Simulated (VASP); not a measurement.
Sr, 1 atom in the cell. Symmetry: Fm-3m, No. 225, cubic system. The conventional cell has a = 5.582 Å, b = 5.582 Å, c = 5.582 Å, α = 90.00°, β = 90.00°, γ = 90.00°. Within 5.2 Å of Sr (site symmetry m-3m) lie 12 Sr at 3.95 Å. 

```yaml
Program: VASP 6.6.1
Task: single point
Functional: PBE
Potentials_or_basis: VASP PAW PBE potentials, release 64 (Sr_sv)
Cutoff: 520 eV
k_mesh: 12 × 12 × 12
Occupations: gaussian, width 0.1 eV
Spin: no spin polarisation
Dipole_correction: no
Further_INCAR_settings: ALGO = Normal; EDIFF = 1e-07; NBANDS = 11
```

Potentials or basis: VASP PAW PBE potentials, release 64 (Sr_sv).

Launch:

```sh
$ cat potpaw_PBE.64/Sr_sv/POTCAR > POTCAR
$ mpirun -np 1 vasp_std > vasp.out
```

Hardware: 1 thread of Intel(R) Xeon(R) 6975P-C (Granite Rapids), on a shared host.

**Question.** Estimate the wall time of this run.

**Answer.** Wall time 15 s on 1 thread of Intel(R) Xeon(R) 6975P-C (Granite Rapids) (shared host), peak memory 0.18 GiB. Counts: scf iterations 13, k points 72.
